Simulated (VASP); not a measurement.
Here is a VASP 6.6.1 calculation.

File INCAR:

```
ALGO = Normal
EDIFF = 1E-6
ENCUT = 520
GGA = RE
ISIF = 2
ISMEAR = -1
LASPH = True
LCHARG = False
LREAL = False
LWAVE = False
NBANDS = 16
NELM = 60
PREC = Accurate
SIGMA = 0.05
```

Contents of KPOINTS:

```
k-points
0
Gamma
  10 10 8
```

Contents of POSCAR:

```
ZrB2
1.0
    3.1700000000      0.0000000000      0.0000000000
   -1.5850000000      2.7453005300      0.0000000000
    0.0000000000      0.0000000000      3.5330000000
Zr B
1 2
Direct
    0.0000000000      0.0000000000      0.0000000000
    0.6666666667      0.3333333333      0.5000000000
    0.3333333333      0.6666666667      0.5000000000
```

Potentials or basis: VASP PAW PBE potentials, release 64 (Zr_sv, B).

The run is started by

```bash
$ cat potpaw_PBE.64/Zr_sv/POTCAR potpaw_PBE.64/B/POTCAR > POTCAR
$ mpirun -np 1 vasp_std > vasp.out
```

Q: Predict the pressure.

A: 3.6 GPa.

Q: What does it give for the band gap on the k mesh?

A: Zero (band 9 reaches 11.17 eV, above the bottom of band 10 at 10.37 eV).

Stress tensor (GPa, compression positive):
```
3.28 0.00 0.00
0.00 3.28 0.00
0.00 0.00 4.17
```

Caveat: the PAW data sets were made with another functional, which shifts forces and pressure a little.
